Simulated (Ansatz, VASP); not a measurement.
## Ir: VASP beside Ansatz

```
CELL_PARAMETERS angstrom
0.00000 1.89090 1.91970
1.89090 0.00000 1.91970
1.89090 1.89090 0.00000
ATOMIC_POSITIONS crystal
Ir 0.00000 0.00000 0.00000
```

Change from the starting cell: strain -0.015 along x and y, +0.000 along z, atoms carried along.

Alike in both runs: task single point; functional r2SCAN; k mesh 22 × 22 × 22; occupations gaussian, width 0.15 eV; no spin polarisation.

|  | VASP | Ansatz |
| --- | --- | --- |
| version | VASP 6.6.1 | Ansatz 0.2.0 |
| potentials or method | VASP PAW PBE potentials, release 64 (Ir), cutoff 520 eV | scalar-relativistic, plane waves, PAW |
| valence electrons in the cell | 9 | 17 |

|  | VASP | Ansatz | Ansatz less VASP |
| --- | --- | --- | --- |
| gap on the k mesh at the Fermi level (eV) | none | none | - |
| pressure (GPa) | 17.2 | 14.2 | -2.99 |
| traceless stress, the component that is largest in VASP (GPa) | -4.20 | -4.19 | +0.011 |

VASP's potentials were made for PBE, not for r2SCAN. A gap of «none» marks a metal or a gap that the smearing closes. VASP's potentials hold 9 valence electrons a cell and Ansatz's 17, so a difference there can come from the potentials and not from the codes.

Spin-orbit coupling is off throughout.
